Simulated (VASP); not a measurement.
# LiF (P6_3mc) in VASP: notebook

The runs below take LiF through single point, with PBEsol.

Everything below comes from runs of VASP 6.6.1. Logs are shortened: lines on timing, memory, paths and dates and some standing lists are left out, and cuts for length are marked.

### Step 1. The cell of the first run

It takes space group P6_3mc (No. 186, hexagonal). Conventional cell: a = 3.061 Å, b = 3.061 Å, c = 4.807 Å, α = 90.00°, β = 90.00°, γ = 120.00°. Within 2.4 Å of Li (site symmetry 3m) lie 4 F at 1.80 to 2.09 Å. F (site symmetry 3m) has 4 Li at 1.80 to 2.09 Å within 2.4 Å.

### Step 2. Single point, PBEsol (all F atoms moved -0.225 Å, as atom 3 along Cartesian [0 0 1])

File INCAR:

```
SYSTEM = LiF
ALGO = Normal
EDIFF = 1E-7
ENCUT = 520
GGA = PS
ISIF = 2
ISMEAR = 0
LASPH = .True.
LCHARG = .True.
LELF = .True.
LREAL = .False.
LVHAR = .True.
LWAVE = .False.
NBANDS = 18
NELM = 60
PREC = Accurate
SIGMA = 0.05
```

File KPOINTS:

```
k-points
0
Gamma
  9 9 6
  0 0 0
```

File POSCAR:

```
LiF
1.0
    3.0609398175      0.0000000000      0.0000000000
   -1.5304699087      2.6508516414      0.0000000000
    0.0000000000      0.0000000000      4.8073245700
Li F
2 2
Direct
    0.3333333333      0.6666666667      0.3811542600
    0.6666666667      0.3333333333      0.8811542600
    0.3333333333      0.6666666667      0.9470401600
    0.6666666667      0.3333333333      0.4470401600
```

Potentials or basis: VASP PAW PBE potentials, release 64 (Li_sv, F).

Run with:

```bash
$ cat potpaw_PBE.64/Li_sv/POTCAR potpaw_PBE.64/F/POTCAR > POTCAR
$ mpirun -np 1 vasp_std > vasp.out
```

OUTCAR:

```text
SYSTEM = LiF
   EDIFF = 1E-7
   ENCUT = 520
   GGA = PS
   ISIF = 2
   ISMEAR = 0
   LASPH = .True.
   LREAL = .False.
   NELM = 60
   PREC = Accurate

 ion  position               nearest neighbor table
   1  0.333  0.667  0.381-   4 1.80   4 1.80   4 1.80   3 2.09
   2  0.667  0.333  0.881-   3 1.80   3 1.80   3 1.80   4 2.09
   3  0.333  0.667  0.947-   2 1.80   2 1.80   2 1.80   1 2.09
   4  0.667  0.333  0.447-   1 1.80   1 1.80   1 1.80   2 2.09

  LATTYP: Found a hexagonal cell.
 ALAT       =     3.0609398175
 C/A-ratio  =     1.5705387419

  Lattice vectors:

 A1 = (   3.0609398175,   0.0000000000,   0.0000000000)
 A2 = (  -1.5304699087,   2.6508516414,   0.0000000000)
 A3 = (   0.0000000000,   0.0000000000,   4.8073245700)

Analysis of symmetry for initial positions (statically):
=====================================================================
 Subroutine PRICEL returns:
 Original cell was already a primitive cell.

 Routine SETGRP: Setting up the symmetry group for a
 hexagonal supercell.

 Subroutine GETGRP returns: Found 12 space group operations
 (whereof  6 operations were pure point group operations)
 out of a pool of 24 trial point group operations.

The static configuration has the point symmetry C_3v.
 The point group associated with its full space group is C_6v.

Analysis of symmetry for dynamics (positions and initial velocities):
=====================================================================
 Subroutine PRICEL returns:
 Original cell was already a primitive cell.

 Routine SETGRP: Setting up the symmetry group for a
 hexagonal supercell.

 Subroutine GETGRP returns: Found 12 space group operations
 (whereof  6 operations were pure point group operations)
 out of a pool of 24 trial point group operations.

The dynamic configuration has the point symmetry C_3v.
 The point group associated with its full space group is C_6v.

 Subroutine INISYM returns: Found 12 space group operations
 (whereof  6 operations are pure point group operations),
 and found     1 'primitive' translations

----------------------------------------------------------------------------------------

                                     Primitive cell

  volume of cell :      39.0071

  direct lattice vectors                    reciprocal lattice vectors
     3.060939817  0.000000000  0.000000000     0.326697047  0.188618628  0.000000000
    -1.530469909  2.650851641  0.000000000     0.000000000  0.377237256  0.000000000
     0.000000000  0.000000000  4.807324570     0.000000000  0.000000000  0.208015911

  length of vectors
     3.060939817  3.060939817  4.807324570     0.377237256  0.377237256  0.208015911

  position of ions in fractional coordinates (direct lattice)
     0.333333333  0.666666667  0.381154260
     0.666666667  0.333333333  0.881154260
     0.333333333  0.666666667  0.947040160
     0.666666667  0.333333333  0.447040160

  ion indices of the primitive-cell ions
   primitive index   ion index
                 1           1
                 2           2
                 3           3
                 4           4

----------------------------------------------------------------------------------------

 KPOINTS: k-points

Automatic generation of k-mesh.
 Grid dimensions read from file:
 generate k-points for:    9    9    6

 Generating k-lattice:

  Cartesian coordinates                     Fractional coordinates (reciprocal lattice)
     0.036299672  0.020957625  0.000000000     0.111111111  0.000000000  0.000000000
     0.000000000  0.041915251  0.000000000     0.000000000  0.111111111  0.000000000
     0.000000000  0.000000000  0.034669319     0.000000000  0.000000000  0.166666667

  Length of vectors
     0.041915251  0.041915251  0.034669319

  Shift w.r.t. Gamma in fractional coordinates (k-lattice)
     0.000000000  0.000000000  0.000000000

 Subroutine IBZKPT returns following result:
 ===========================================

 Found     48 irreducible k-points:

 Following reciprocal coordinates:
            Coordinates               Weight
  0.000000  0.000000  0.000000      1.000000
  0.111111 -0.000000  0.000000      6.000000
  0.222222  0.000000  0.000000      6.000000
  0.333333 -0.000000  0.000000      6.000000
  0.444444  0.000000  0.000000      6.000000
  0.111111  0.111111  0.000000      6.000000
[... 16 lines left out ...]
  0.333333  0.222222  0.166667     24.000000
  0.333333  0.333333  0.166667      4.000000
 [... further k-points ...]
   k-points           NKPTS =     48   k-points in BZ     NKDIM =     48   number of bands    NBANDS=     18
   number of dos      NEDOS =    301   number of ions     NIONS =      4
   total plane-waves  NPLWV =  20736
   dimension x,y,z NGX =    24 NGY =   24 NGZ =   36
   dimension x,y,z NGXF=    48 NGYF=   48 NGZF=   72
   ions per type =               2   2
   NGX,Y,Z   is equivalent  to a cutoff of  13.03, 13.03, 12.45 a.u.
   NGXF,Y,Z  is equivalent  to a cutoff of  26.07, 26.07, 24.90 a.u.
 SYSTEM =  LiF
   PREC   = accura    normal or accurate (medium, high low for compatibility)
   ISTART =      0    job   : 0-new  1-cont  2-samecut
   ICHARG =      2    charge: 1-file 2-atom 10-const
   ISPIN  =      1    spin polarized calculation?
   LNONCOLLINEAR =      F non collinear calculations
   LSORBIT =      F    spin-orbit coupling
   LASPH  =      T    aspherical Exc in radial PAW
   ENCUT  =  520.0 eV  38.22 Ry    6.18 a.u.   5.69  5.69  8.94*2*pi/ulx,y,z
   NELM   =     60;   NELMIN=  2; NELMDL= -5     # of ELM steps
   EDIFF  = 0.1E-06   stopping-criterion for ELM
   LREAL  =      F    real-space projection
   EDIFFG = 0.1E-05   stopping-criterion for IOM
   NSW    =      0    number of steps for IOM
   IBRION =     -1    ionic relax: 0-MD 1-quasi-New 2-CG
   NFREE  =      0    steps in history (QN), initial steepest desc. (CG)
   ISIF   =      2    stress and relaxation
   ISYM   =      2    0-nonsym 1-usesym 2-fastsym
   POTIM  = 0.5000    time-step for ionic-motion
   TEBEG  =    0.0;   TEEND  =   0.0 temperature during run
   PSTRESS=    0.0 pullay stress
   NELECT =      20.0000    total number of electrons
   NUPDOWN=      -1.0000    fix difference up-down
   EMIN   =  10.00;   EMAX   =-10.00  energy-range for DOS
   EFERMI =   0.00;   METHOD = LEGACY
   ISMEAR =     0;   SIGMA  =   0.05  broadening in eV -4-tet -1-fermi 0-gaus
   EFERMI_NEDOS =   21; number of points for ismear=-14 and -15
   IALGO  =     38    algorithm
   IMIX   =      4    mixing-type and parameters
     AMIX     =   0.40;   BMIX     =  1.00
     AMIX_MAG =   1.60;   BMIX_MAG =  1.00
  volume/ion in A,a.u.               =       9.75        65.81
  Fermi-wavevector in a.u.,A,eV,Ry     =   1.310299  2.476105 23.359603  1.716882
  Thomas-Fermi vector in A             =   2.440838
   LORBIT       =      0    0 simple, 1 ext, 2 COOP (PROOUT), +10 PAW based schemes
   GGA     = PS    functional components
   LHFCALC =     F    Hartree Fock is set to
   AEXX    =    0.0000 exact exchange contribution
   IVDW    =     0    specifies the selected vdW correction
   LEPSILON=     F    determine dielectric tensor
   LRPA    =     F    only Hartree local field effects (RPA)
 non-spin polarized calculation
 Gauss-broadening in eV      SIGMA  =   0.05
  energy-cutoff  :      520.00
  volume of cell :       39.01
 maximum number of plane-waves:      1085
 NGX is ok and might be reduce to    24
   NGX = 11   NGY = 11   NGZ = 17

 number of electron      19.9999989 magnetization

 Free energy of the ion-electron system (eV)
  ---------------------------------------------------
  ext. energy  EPLUGINS =         0.00000000
  ---------------------------------------------------
  free energy    TOTEN  =       -19.49751175 eV

  energy without entropy =      -19.49751175  energy(sigma->0) =      -19.49751175

 E-fermi :  -2.0769     XC(G=0):  -9.1118

 val. band max:       -2.2783677858   @ k =   0.0000   0.0000   0.0000
 cond. band min:       5.2472960882   @ k =   0.0000   0.0000   0.0000
 fundamental gap:      7.5256638741
 Fermi energy:        -2.0768744291

 k-point     1 :       0.0000    0.0000    0.0000
  band No.  band energies     occupation
      1     -42.1826      2.00000
      2     -42.1423      2.00000
      3     -21.8066      2.00000
      4     -21.4785      2.00000
      5      -4.8321      2.00000
      6      -3.0372      2.00000
[... 10 lines left out ...]
     17      17.0634      0.00000
     18      18.1290      0.00000

 k-point     2 :       0.1111   -0.0000    0.0000
  band No.  band energies     occupation
      1     -42.1778      2.00000
      2     -42.1395      2.00000
      3     -21.7945      2.00000
      4     -21.4838      2.00000
      5      -4.7402      2.00000
      6      -3.1610      2.00000
[... 10 lines left out ...]
     17      17.3839      0.00000
     18      17.8373      0.00000

 k-point     3 :       0.2222    0.0000    0.0000
  band No.  band energies     occupation
      1     -42.1653      2.00000
      2     -42.1331      2.00000
      3     -21.7612      2.00000
      4     -21.5013      2.00000
      5      -4.4917      2.00000
      6      -3.5234      2.00000
[... 10 lines left out ...]
     17      17.4777      0.00000
     18      17.9858      0.00000

 k-point     4 :       0.3333   -0.0000    0.0000
  band No.  band energies     occupation
      1     -42.1500      2.00000
      2     -42.1267      2.00000
      3     -21.7141      2.00000
      4     -21.5293      2.00000
      5      -4.2583      2.00000
      6      -3.8385      2.00000
[... 10 lines left out ...]
     17      17.5615      0.00000
     18      18.0214      0.00000

 k-point     5 :       0.4444    0.0000    0.0000
  band No.  band energies     occupation
      1     -42.1388      2.00000
      2     -42.1240      2.00000
      3     -21.6705      2.00000
      4     -21.5602      2.00000
      5      -4.3882      2.00000
      6      -3.6915      2.00000
[... 10 lines left out ...]
     17      17.6736      0.00000
     18      17.7648      0.00000

 k-point     6 :       0.1111    0.1111    0.0000
  band No.  band energies     occupation
      1     -42.1691      2.00000
      2     -42.1349      2.00000
      3     -21.7719      2.00000
      4     -21.4955      2.00000
      5      -4.5676      2.00000
      6      -3.4195      2.00000
[... 10 lines left out ...]
     17      17.7352      0.00000
     18      17.9260      0.00000

 k-point     7 :       0.2222    0.1111    0.0000
  band No.  band energies     occupation
      1     -42.1552      2.00000
      2     -42.1287      2.00000
      3     -21.7313      2.00000
      4     -21.5184      2.00000
      5      -4.2819      2.00000
      6      -3.8784      2.00000
[... 10 lines left out ...]
     17      17.4652      0.00000
     18      18.0658      0.00000

 k-point     8 :       0.3333    0.1111    0.0000
  band No.  band energies     occupation
      1     -42.1416      2.00000
      2     -42.1244      2.00000
      3     -21.6836      2.00000
      4     -21.5495      2.00000
      5      -4.3498      2.00000
      6      -3.8700      2.00000
[... 10 lines left out ...]
     17      16.7415      0.00000
     18      18.1703      0.00000
[... 229 lines left out ...]
     17      17.3515      0.00000
     18      17.9769      0.00000

 k-point    20 :       0.3333    0.1111    0.1667
  band No.  band energies     occupation
      1     -42.1404      2.00000
      2     -42.1256      2.00000
      3     -21.6754      2.00000
      4     -21.5595      2.00000
      5      -4.3433      2.00000
      6      -3.8960      2.00000
[... 10 lines left out ...]
     17      16.9389      0.00000
     18      18.0559      0.00000

 k-point    21 :       0.4444    0.1111    0.1667
  band No.  band energies     occupation
      1     -42.1346      2.00000
      2     -42.1245      2.00000
      3     -21.6508      2.00000
      4     -21.5774      2.00000
      5      -4.4735      2.00000
      6      -3.8103      2.00000
[... 10 lines left out ...]
     17      16.7236      0.00000
     18      18.0649      0.00000

 k-point    22 :       0.2222    0.2222    0.1667
  band No.  band energies     occupation
      1     -42.1415      2.00000
      2     -42.1259      2.00000
      3     -21.6801      2.00000
      4     -21.5558      2.00000
      5      -4.2893      2.00000
      6      -4.0213      2.00000
[... 10 lines left out ...]
     17      16.6496      0.00000
     18      18.7189      0.00000

 k-point    23 :       0.3333    0.2222    0.1667
  band No.  band energies     occupation
      1     -42.1323      2.00000
      2     -42.1243      2.00000
      3     -21.6424      2.00000
      4     -21.5816      2.00000
      5      -4.5486      2.00000
      6      -3.8415      2.00000
[... 10 lines left out ...]
     17      16.0998      0.00000
     18      18.5997      0.00000

 k-point    24 :       0.3333    0.3333    0.1667
  band No.  band energies     occupation
      1     -42.1263      2.00000
      2     -42.1263      2.00000
      3     -21.6094      2.00000
      4     -21.6094      2.00000
      5      -4.6489      2.00000
      6      -3.7606      2.00000
[... 10 lines left out ...]
     17      15.8129      0.00000
     18      18.9276      0.00000

 [... further k-points ...]
[... 5 lines left out ...]
  --------------------------------------------------------------------------------------
  -------------------------------------------------------------------------------------
  Total        1.3078162      1.3078162     -0.8263531      0.0000000      0.0000000     -0.0000000
  in kB       53.7172347     53.7172347    -33.9416199      0.0000000      0.0000000     -0.0000000
  external PRESSURE =      24.4976165 kB  Pullay stress =       0.0000000 kB

 VOLUME and BASIS-vectors are now :
 -----------------------------------------------------------------------------
  energy-cutoff  :      520.00
  volume of cell :       39.01
      direct lattice vectors                 reciprocal lattice vectors
     3.060939817  0.000000000  0.000000000     0.326697047  0.188618628  0.000000000
    -1.530469909  2.650851641  0.000000000     0.000000000  0.377237256  0.000000000
     0.000000000  0.000000000  4.807324570     0.000000000  0.000000000  0.208015911

 POSITION                                       TOTAL-FORCE (eV/Angst)
 -----------------------------------------------------------------------------------
     -0.00000      1.76723      1.83233        -0.000000      0.000000     -0.325744
      1.53047      0.88362      4.23599         0.000000      0.000000     -0.325744
     -0.00000      1.76723      4.55273        -0.000000      0.000000      0.325744
      1.53047      0.88362      2.14907         0.000000      0.000000      0.325744
 -----------------------------------------------------------------------------------
    total drift:                               -0.000000     -0.000001      0.003237

  FREE ENERGIE OF THE ION-ELECTRON SYSTEM (eV)
  ---------------------------------------------------
  free  energy   TOTEN  =       -19.4975117465 eV

  energy  without entropy=      -19.4975117465  energy(sigma->0) =      -19.49751175
```

It took 11 s on 1 thread of Intel Xeon 6975P-C (Granite Rapids), shared host; peak memory 0.16 GiB.

Results:

```yaml
Free_energy: -19.4975 eV
Largest_force: 0.326 eV/Å
Band_gap_on_the_k_mesh: 7.53 eV, direct
```

Forces on the atoms (eV/Å):
```
Li   0.000  0.000 -0.326
Li   0.000  0.000 -0.326
F    0.000  0.000  0.326
F    0.000  0.000  0.326
```

Levels at points of the mesh, in eV from the valence-band top:
```csv
k point,band 8,band 9,band 10,band 11,band 12,band 13
"(0.00, 0.00, 0.00)",-0.45,-0.45,0.00,7.53,11.92,15.19
"(0.00, 0.00, 0.50)",-0.61,-0.61,-0.61,9.37,9.37,17.31
```

Caveat: the cell differs from its parent crystal (all F atoms moved -0.225 Å, as atom 3 along Cartesian [0 0 1]); the cutoff is under 1.25 times the usual one of these potentials, so pressure, stress and relaxed cells hold a basis-set (Pulay) error; the PAW data sets were made with another functional, which shifts forces and pressure a little. A k mesh can miss the band edges.

### Step 3. Single point, PBEsol (all F atoms moved +0.150 Å, as atom 3 along Cartesian [0 0 1])

File INCAR:

```
SYSTEM = LiF
PREC = Accurate ; ENCUT = 520
EDIFF = 1E-7 ; ISMEAR = 0
SIGMA = 0.05 ; LREAL = .FALSE.
LASPH = .TRUE. ; NELM = 60
ALGO = Normal ; ISIF = 2
LWAVE = .FALSE. ; LCHARG = .FALSE.
GGA = PS ; NBANDS = 18
```

File KPOINTS:

```
Automatic mesh
0
G
  9 9 6
  0 0 0
```

Changes to POSCAR since step 2:

```diff
@@ -10,3 +10,3 @@
     0.6666666667      0.3333333333      0.8811542600
-    0.3333333333      0.6666666667      0.9470401600
-    0.6666666667      0.3333333333      0.4470401600
+    0.3333333333      0.6666666667      1.0250461267
+    0.6666666667      0.3333333333      0.5250461267
```

Potentials or basis: VASP PAW PBE potentials, release 64 (Li_sv, F).

Run with:

```bash
$ cat potpaw_PBE.64/Li_sv/POTCAR potpaw_PBE.64/F/POTCAR > POTCAR
$ mpirun -np 1 vasp_std > vasp.out
```

Run time: 10 s. Hardware: 1 thread of Intel Xeon 6975P-C (Granite Rapids), shared host; peak memory 0.16 GiB.

The run converged. Its results:

| Property | Result |
| --- | --- |
| Free energy | -19.4943 eV |
| Largest force | 0.817 eV/Å |
| Band gap on the k mesh | 7.79 eV, direct |

Forces in eV/Å, atoms in the order of the input:
```
Li   0.000  0.000  0.817
Li   0.000  0.000  0.817
F    0.000  0.000 -0.817
F    0.000  0.000 -0.817
```

Levels at points of the mesh, in eV from the valence-band top:
```
           k point  band 8  band 9  band 10  band 11  band 12  band 13
(0.00, 0.00, 0.00)   -0.12    0.00     0.00     7.79    12.07    15.23
(0.00, 0.00, 0.50)   -0.17   -0.17    -0.17     9.39     9.39    17.95
```

Caveat: the cell differs from its parent crystal (all F atoms moved +0.150 Å, as atom 3 along Cartesian [0 0 1]); the cutoff is under 1.25 times the usual one of these potentials, so pressure, stress and relaxed cells hold a basis-set (Pulay) error; the PAW data sets were made with another functional, which shifts forces and pressure a little.

### Step 4. Single point, PBEsol (all F atoms moved +0.263 Å, as atom 3 along Cartesian [0 0 1])

File INCAR:

```
SYSTEM = LiF
ALGO = Normal ; EDIFF = 1E-6
ENCUT = 520 ; GGA = PS
ISIF = 2 ; ISMEAR = 0
LASPH = .True. ; LCHARG = .False.
LREAL = .False. ; LWAVE = .False.
NBANDS = 18 ; NELM = 80
PREC = Accurate ; SIGMA = 0.05
```

File KPOINTS:

```
k-points
0
Gamma
  9 9 6
  0 0 0
```

Changes to POSCAR since step 3:

```diff
@@ -10,3 +10,3 @@
     0.6666666667      0.3333333333      0.8811542600
-    0.3333333333      0.6666666667      1.0250461267
-    0.6666666667      0.3333333333      0.5250461267
+    0.3333333333      0.6666666667      1.0484479166
+    0.6666666667      0.3333333333      0.5484479166
```

Run with:

```bash
$ cat potpaw_PBE.64/Li_sv/POTCAR potpaw_PBE.64/F/POTCAR > POTCAR
$ mpirun -np 1 vasp_std > vasp.out
```

Wall time 10 s (1 thread of Intel Xeon 6975P-C (Granite Rapids), shared host); peak memory 0.15 GiB.

It converged, with:

- Free energy: -19.1865 eV
- Largest force: 2.037 eV/Å
- Band gap on the k mesh: 7.69 eV, direct

Forces in eV/Å, atoms in the order of the input:
```
Li   0.000  0.000  2.037
Li   0.000  0.000  2.037
F    0.000  0.000 -2.037
F    0.000  0.000 -2.037
```

Levels at points of the mesh, in eV from the valence-band top:
```
           k point  band 8  band 9  band 10  band 11  band 12  band 13
(0.00, 0.00, 0.00)   -0.32    0.00     0.00     7.69    12.03    14.98
(0.00, 0.00, 0.50)   -0.18   -0.18    -0.18     9.22     9.22    18.14
```

Caveat: the cell differs from its parent crystal (all F atoms moved +0.263 Å, as atom 3 along Cartesian [0 0 1]); the cutoff is under 1.25 times the usual one of these potentials, so pressure, stress and relaxed cells hold a basis-set (Pulay) error; the PAW data sets were made with another functional, which shifts forces and pressure a little. A k mesh can miss the band edges.
